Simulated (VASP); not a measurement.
# Te4H3 (R-3) in VASP: single point with r2SCAN

Aim: the single point of Te4H3 with r2SCAN.

Program: VASP 6.6.1. These are calculated values, not measurements. Logs are shortened: lines on timing, memory, paths and dates and some standing lists are left out, and cuts for length are marked.

## (1) The cell of the first run

It takes space group R-3 (No. 148, trigonal). Conventional cell: a = 9.753 Å, b = 9.753 Å, c = 11.185 Å, α = 90.00°, β = 90.00°, γ = 120.00°. Within 3.8 Å of H (site symmetry 1) lie 6 H at 2.59 to 3.72 Å and 5 Te at 2.60 to 2.70 Å. Te (site symmetry 3) has 3 H at 2.62 Å and 3 Te at 3.42 Å within 3.5 Å. Within 3.9 Å of Te (site symmetry 1) lie 4 H at 2.60 to 2.70 Å and 9 Te at 3.42 to 3.83 Å.

## (2) Single point, r2SCAN

File POSCAR:

```
Te4H3
1.0
    4.8763240000      2.8153430000      3.7283400000
   -4.8763240000      2.8153430000      3.7283400000
    0.0000000000     -5.6306950000      3.7283400000
H Te
6 8
Direct
    0.9552100000      0.2599100000      0.0815200000
    0.0815200000      0.9552100000      0.2599100000
    0.2599100000      0.0815200000      0.9552100000
    0.0447900000      0.7400900000      0.9184800000
    0.9184800000      0.0447900000      0.7400900000
    0.7400900000      0.9184800000      0.0447900000
    0.2911200000      0.2911200000      0.2911200000
    0.7088800000      0.7088800000      0.7088800000
    0.8774200000      0.6185600000      0.2449900000
    0.2449900000      0.8774200000      0.6185600000
    0.6185600000      0.2449900000      0.8774200000
    0.1225800000      0.3814400000      0.7550100000
    0.7550100000      0.1225800000      0.3814400000
    0.3814400000      0.7550100000      0.1225800000
```

File INCAR.step1:

```
SYSTEM = Te4H3
PREC = Accurate ; ENCUT = 520
ISMEAR = 1 ; SIGMA = 0.1296
LREAL = .FALSE. ; LASPH = .TRUE.
NELM = 80 ; NBANDS = 40
GGA = PE ; ALGO = Normal
EDIFF = 1E-4 ; LWAVE = .TRUE.
LCHARG = .FALSE.
```

File INCAR.step2:

```
SYSTEM = Te4H3
PREC = Accurate ; ENCUT = 520
EDIFF = 1E-6 ; ISMEAR = 1
SIGMA = 0.1296 ; LREAL = .FALSE.
LASPH = .TRUE. ; NELM = 80
ALGO = Normal ; ISIF = 2
LWAVE = .FALSE. ; LCHARG = .FALSE.
METAGGA = R2SCAN ; LMIXTAU = .TRUE.
NBANDS = 40 ; ISTART = 1
```

File KPOINTS:

```
Automatic mesh
0
G
  5 5 5
  0 0 0
```

Potentials or basis: VASP PAW PBE potentials, release 64 (H, Te).

Launch:

```sh
$ cat potpaw_PBE.64/H/POTCAR potpaw_PBE.64/Te/POTCAR > POTCAR
$ cp INCAR.step1 INCAR
$ mpirun -np 1 vasp_std > vasp.out
$ cp INCAR.step2 INCAR
$ mpirun -np 1 vasp_std > vasp.out
```

OUTCAR:

```text
SYSTEM = Te4H3
   PREC = Accurate
   ENCUT = 520
   EDIFF = 1E-6
   ISMEAR = 1
   LREAL = .FALSE.
   LASPH = .TRUE.
   NELM = 80
   ISIF = 2
   METAGGA = R2SCAN
   ISTART = 1

 ion  position               nearest neighbor table
   1  0.955  0.260  0.082-
   2  0.082  0.955  0.260-
   3  0.260  0.082  0.955-
   4  0.045  0.740  0.918-
   5  0.918  0.045  0.740-
   6  0.740  0.918  0.045-
   7  0.291  0.291  0.291-  14 3.42  13 3.42  12 3.42  10 3.65  11 3.65   9 3.65
   8  0.709  0.709  0.709-  11 3.42  10 3.42   9 3.42  13 3.65  14 3.65  12 3.65
   9  0.877  0.619  0.245-   8 3.42  13 3.58  14 3.58  14 3.63  13 3.63   7 3.65
  10  0.245  0.877  0.619-   8 3.42  12 3.58  14 3.58  12 3.63  14 3.63   7 3.65
  11  0.619  0.245  0.877-   8 3.42  12 3.58  13 3.58  12 3.63  13 3.63   7 3.65
  12  0.123  0.381  0.755-   7 3.42  10 3.58  11 3.58  11 3.63  10 3.63   8 3.65
  13  0.755  0.123  0.381-   7 3.42   9 3.58  11 3.58   9 3.63  11 3.63   8 3.65
  14  0.381  0.755  0.123-   7 3.42   9 3.58  10 3.58   9 3.63  10 3.63   8 3.65

  LATTYP: Found a trigonal (rhomboedric) cell.
 ALAT       =     6.7531655791
 COS(alpha) =    -0.0427981324

  Lattice vectors:

 A1 = (   4.8763240000,   2.8153430000,   3.7283400000)
 A2 = (  -4.8763240000,   2.8153430000,   3.7283400000)
 A3 = (   0.0000000000,  -5.6306950000,   3.7283400000)

Analysis of symmetry for initial positions (statically):
=====================================================================
 Subroutine PRICEL returns:
 Original cell was already a primitive cell.

 Routine SETGRP: Setting up the symmetry group for a
 trigonal (rhombohedral) supercell.

 Subroutine GETGRP returns: Found  6 space group operations
 (whereof  6 operations were pure point group operations)
 out of a pool of 12 trial point group operations.

The static configuration has the point symmetry S_6 .

Analysis of symmetry for dynamics (positions and initial velocities):
=====================================================================
 Subroutine PRICEL returns:
 Original cell was already a primitive cell.

 Routine SETGRP: Setting up the symmetry group for a
 trigonal (rhombohedral) supercell.

 Subroutine GETGRP returns: Found  6 space group operations
 (whereof  6 operations were pure point group operations)
 out of a pool of 12 trial point group operations.

The dynamic configuration has the point symmetry S_6 .

 Subroutine INISYM returns: Found  6 space group operations
 (whereof  6 operations are pure point group operations),
 and found     1 'primitive' translations

----------------------------------------------------------------------------------------

                                     Primitive cell

  volume of cell :     307.1080

  direct lattice vectors                    reciprocal lattice vectors
     4.876324000  2.815343000  3.728340000     0.102536255  0.059199355  0.089405342
    -4.876324000  2.815343000  3.728340000    -0.102536255  0.059199355  0.089405342
     0.000000000 -5.630695000  3.728340000     0.000000000 -0.118398710  0.089405199

  length of vectors
     6.753163045  6.753163045  6.753165579     0.148362941  0.148362941  0.148362879

  position of ions in fractional coordinates (direct lattice)
     0.955210000  0.259910000  0.081520000
     0.081520000  0.955210000  0.259910000
     0.259910000  0.081520000  0.955210000
     0.044790000  0.740090000  0.918480000
     0.918480000  0.044790000  0.740090000
     0.740090000  0.918480000  0.044790000
     0.291120000  0.291120000  0.291120000
     0.708880000  0.708880000  0.708880000
     0.877420000  0.618560000  0.244990000
     0.244990000  0.877420000  0.618560000
     0.618560000  0.244990000  0.877420000
     0.122580000  0.381440000  0.755010000
     0.755010000  0.122580000  0.381440000
     0.381440000  0.755010000  0.122580000

  ion indices of the primitive-cell ions
   primitive index   ion index
                 1           1
                 2           2
                 3           3
                 4           4
                 5           5
                 6           6
                 7           7
                 8           8
                 9           9
                10          10
                11          11
                12          12
                13          13
                14          14

----------------------------------------------------------------------------------------

 KPOINTS: Automatic mesh

Automatic generation of k-mesh.
 Grid dimensions read from file:
 generate k-points for:    5    5    5

 Generating k-lattice:

  Cartesian coordinates                     Fractional coordinates (reciprocal lattice)
     0.020507251  0.011839871  0.017881068     0.200000000  0.000000000  0.000000000
    -0.020507251  0.011839871  0.017881068     0.000000000  0.200000000  0.000000000
     0.000000000 -0.023679742  0.017881040    -0.000000000 -0.000000000  0.200000000

  Length of vectors
     0.029672588  0.029672588  0.029672576

  Shift w.r.t. Gamma in fractional coordinates (k-lattice)
     0.000000000  0.000000000  0.000000000

 Subroutine IBZKPT returns following result:
 ===========================================

 Found     23 irreducible k-points:

 Following reciprocal coordinates:
            Coordinates               Weight
  0.000000  0.000000  0.000000      1.000000
  0.200000 -0.000000 -0.000000      6.000000
  0.400000 -0.000000 -0.000000      6.000000
  0.200000  0.200000 -0.000000      6.000000
  0.400000  0.200000  0.000000      6.000000
 -0.400000  0.000000 -0.200000      6.000000
[... 15 lines left out ...]
  0.400000  0.400000  0.400000      2.000000
 -0.400000  0.400000  0.400000      6.000000
   k-points           NKPTS =     23   k-points in BZ     NKDIM =     23   number of bands    NBANDS=     40
   number of dos      NEDOS =    301   number of ions     NIONS =     14
   total plane-waves  NPLWV = 125000
   dimension x,y,z NGX =    50 NGY =   50 NGZ =   50
   dimension x,y,z NGXF=   100 NGYF=  100 NGZF=  100
   ions per type =               6   8
   NGX,Y,Z   is equivalent  to a cutoff of  12.31, 12.31, 12.31 a.u.
   NGXF,Y,Z  is equivalent  to a cutoff of  24.62, 24.62, 24.62 a.u.
 SYSTEM =  Te4H3
   PREC   = accura    normal or accurate (medium, high low for compatibility)
   ISTART =      1    job   : 0-new  1-cont  2-samecut
   ICHARG =      0    charge: 1-file 2-atom 10-const
   ISPIN  =      1    spin polarized calculation?
   LNONCOLLINEAR =      F non collinear calculations
   LSORBIT =      F    spin-orbit coupling
   LASPH  =      T    aspherical Exc in radial PAW
   ENCUT  =  520.0 eV  38.22 Ry    6.18 a.u.  12.56 12.56 12.56*2*pi/ulx,y,z
   NELM   =     80;   NELMIN=  2; NELMDL=  0     # of ELM steps
   EDIFF  = 0.1E-05   stopping-criterion for ELM
   LREAL  =      F    real-space projection
[... 7 lines left out ...]
   TEBEG  =    0.0;   TEEND  =   0.0 temperature during run
   PSTRESS=    0.0 pullay stress
   NELECT =      54.0000    total number of electrons
   NUPDOWN=      -1.0000    fix difference up-down
   EMIN   =  10.00;   EMAX   =-10.00  energy-range for DOS
   EFERMI =   0.00;   METHOD = LEGACY
   ISMEAR =     1;   SIGMA  =   0.13  broadening in eV -4-tet -1-fermi 0-gaus
   EFERMI_NEDOS =   21; number of points for ismear=-14 and -15
   IALGO  =     38    algorithm
   IMIX   =      4    mixing-type and parameters
     AMIX     =   0.40;   BMIX     =  1.00
     AMIX_MAG =   1.60;   BMIX_MAG =  1.00
  volume/ion in A,a.u.               =      21.94       148.03
  Fermi-wavevector in a.u.,A,eV,Ry     =   0.917154  1.733170 11.444839  0.841172
  Thomas-Fermi vector in A             =   2.042091
   LORBIT       =      0    0 simple, 1 ext, 2 COOP (PROOUT), +10 PAW based schemes
   METAGGA = R2SCAN    functional components
   LHFCALC =     F    Hartree Fock is set to
   AEXX    =    0.0000 exact exchange contribution
   IVDW    =     0    specifies the selected vdW correction
   LEPSILON=     F    determine dielectric tensor
   LRPA    =     F    only Hartree local field effects (RPA)
 non-spin polarized calculation
 Methfessel and Paxton  Order N= 1 SIGMA  =   0.13
  energy-cutoff  :      520.00
  volume of cell :      307.11
 maximum number of plane-waves:      8290
 NGX is ok and might be reduce to    50
   NGX = 25   NGY = 25   NGZ = 25

 number of electron      53.9999998 magnetization

 Free energy of the ion-electron system (eV)
  ---------------------------------------------------
  ext. energy  EPLUGINS =         0.00000000
  ---------------------------------------------------
  free energy    TOTEN  =      -209.52938374 eV

  energy without entropy =     -209.52228261  energy(sigma->0) =     -209.52701670

 E-fermi :   4.6927     XC(G=0):  -9.6272

 val. band max:        4.6840345068   @ k =  -0.4000  -0.4000   0.2000
 cond. band min:       4.6950962876   @ k =   0.4000   0.4000  -0.0000
 fundamental gap:      0.0110617807
 Fermi energy:         4.6927016015

 k-point     1 :       0.0000    0.0000    0.0000
  band No.  band energies     occupation
      1      -8.4436      2.00000
      2      -6.7111      2.00000
      3      -6.6340      2.00000
      4      -6.6340      2.00000
      5      -6.0443      2.00000
      6      -6.0443      2.00000
[... 31 lines left out ...]
     38       6.9267     -0.00000
     39      11.5421      0.00000

 k-point     2 :       0.2000   -0.0000   -0.0000
  band No.  band energies     occupation
      1      -8.3368      2.00000
      2      -6.9971      2.00000
      3      -6.6166      2.00000
      4      -6.5613      2.00000
      5      -6.0171      2.00000
      6      -5.9836      2.00000
[... 874 lines left out ...]
 k-point    23 :      -0.4000    0.4000    0.4000
  band No.  band energies     occupation
      1      -7.2852      2.00000
      2      -6.9885      2.00000
      3      -6.9166      2.00000
      4      -6.7054      2.00000
      5      -6.5411      2.00000
      6      -6.4178      2.00000
[... 31 lines left out ...]
     38       7.0736     -0.00000
     39      10.6677      0.00000
 [bands above 39 left out]

------------------------ aborting loop because EDIFF is reached ----------------------------------------

  FORCE on cell =-STRESS in cart. coord.  units (eV):
  Direction    XX          YY          ZZ          XY          YZ          ZX
  --------------------------------------------------------------------------------------
  -------------------------------------------------------------------------------------
  Total      -15.1378948    -15.1378843    -14.5367534     -0.0000005      0.0000117     -0.0000000
  in kB      -78.9741523    -78.9740977    -75.8380075     -0.0000024      0.0000610     -0.0000000
  external PRESSURE =     -77.9287525 kB  Pullay stress =       0.0000000 kB

 VOLUME and BASIS-vectors are now :
 -----------------------------------------------------------------------------
  energy-cutoff  :      520.00
  volume of cell :      307.11
      direct lattice vectors                 reciprocal lattice vectors
     4.876324000  2.815343000  3.728340000     0.102536255  0.059199355  0.089405342
    -4.876324000  2.815343000  3.728340000    -0.102536255  0.059199355  0.089405342
     0.000000000 -5.630695000  3.728340000     0.000000000 -0.118398710  0.089405199

 POSITION                                       TOTAL-FORCE (eV/Angst)
 -----------------------------------------------------------------------------------
      3.39051      2.96197      4.83431        -0.401313      0.184908      0.163904
     -4.26040      1.45528      4.83431         0.040521     -0.440001      0.163904
      0.86989     -4.41725      4.83431         0.360792      0.255093      0.163904
     -3.39051     -2.96197      6.35071         0.401313     -0.184908     -0.163904
      4.26040     -1.45529      6.35071        -0.040521      0.440001     -0.163904
     -0.86989      4.41724      6.35071        -0.360792     -0.255093     -0.163904
      0.00000     -0.00000      3.25618        -0.000000      0.000000     -0.437567
      0.00000     -0.00001      7.92884        -0.000000     -0.000000      0.437567
      1.26229      2.83223      6.49093        -0.412772     -0.042160      0.309731
     -3.08393     -0.32295      6.49093         0.242897     -0.336391      0.309731
      1.82165     -2.50929      6.49093         0.169875      0.378550      0.309731
     -1.26229     -2.83224      4.69409         0.412772      0.042160     -0.309731
      3.08393      0.32294      4.69409        -0.242897      0.336391     -0.309731
     -1.82165      2.50929      4.69409        -0.169875     -0.378550     -0.309731
 -----------------------------------------------------------------------------------
    total drift:                                0.000000      0.000000      0.000000

  FREE ENERGIE OF THE ION-ELECTRON SYSTEM (eV)
  ---------------------------------------------------
  free  energy   TOTEN  =      -209.5293837395 eV

  energy  without entropy=     -209.5222826082  energy(sigma->0) =     -209.52701670
```

Wall time 9.2 min (1 thread of Intel Xeon Platinum 8488C (Sapphire Rapids), shared host); peak memory 0.49 GiB.

Results:

```yaml
Free_energy: -209.5294 eV
Pressure: -7.8 GPa
Largest_force: 0.518 eV/Å
Band_gap_on_the_k_mesh: zero (bands 27 and 28 overlap by 1.00 eV)
```

Forces in eV/Å, atoms in the order of the input:
```
H   -0.401  0.185  0.164
H    0.041 -0.440  0.164
H    0.361  0.255  0.164
H    0.401 -0.185 -0.164
H   -0.041  0.440 -0.164
H   -0.361 -0.255 -0.164
Te   0.000  0.000 -0.438
Te   0.000  0.000  0.438
Te  -0.413 -0.042  0.310
Te   0.243 -0.336  0.310
Te   0.170  0.379  0.310
Te   0.413  0.042 -0.310
Te  -0.243  0.336 -0.310
Te  -0.170 -0.379 -0.310
```

Stress tensor (GPa, compression positive):
```
-7.90  0.00  0.00
 0.00 -7.90  0.00
 0.00  0.00 -7.58
```

Caveat: the cell stands under tension; the PAW data sets were made with another functional, which shifts forces and pressure a little; spin-orbit coupling is left out, which moves the levels of the heavy elements.
